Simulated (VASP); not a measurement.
Sr:

```
Sr
1.0
     4.30120    0.00000    0.00000
    -2.15060    3.72495    0.00000
     0.00000    0.00000    7.04456
Sr
2
Direct
  0.33333 0.66667 0.25000
  0.66667 0.33333 0.75000
```

This isn't the form of Sr at room conditions, which is fcc.

| Quantity | Value |
| --- | --- |
| Program | VASP 6.6.1 |
| Task | relaxation of cell and atoms |
| Functional | PBE |
| Dispersion | D3(BJ) |
| Potentials or basis | VASP PAW PBE potentials, release 64 (Sr_sv) |
| Cutoff | 600 eV |
| k mesh | 12 × 12 × 6 |
| Occupations | gaussian, width 0.1 eV |
| Spin | no spin polarisation |

At the start: pressure -0.7 GPa; volume 56.43 Å³/atom.

Task: How do energy, volume and symmetry change on relaxing?

Result: Over 4 steps the energy falls by 8.9 meV/atom and the volume is 52.73 Å³/atom (-6.6 %); space group P6_3/mmc (No. 194, to 0.1 Å) before and after.

Step by step:
```csv
step,energy change (eV),largest force (eV/Å),pressure (GPa),volume (Å³)
1,0.0000,0.0000,-0.74,112.87
2,-0.0142,0.0000,-0.34,108.69
3,-0.0177,0.0000,-0.02,105.68
4,-0.0177,0.0000,0.00,105.46
```

Final structure:
```xyz
2
Lattice="4.2019 0.0000 0.0000 -2.1010 3.6390 0.0000 0.0000 0.0000 6.8971" Properties=species:S:1:pos:R:3 pbc="T T T"
Sr    0.0000    2.4260    1.7243
Sr    2.1010    1.2130    5.1728
```
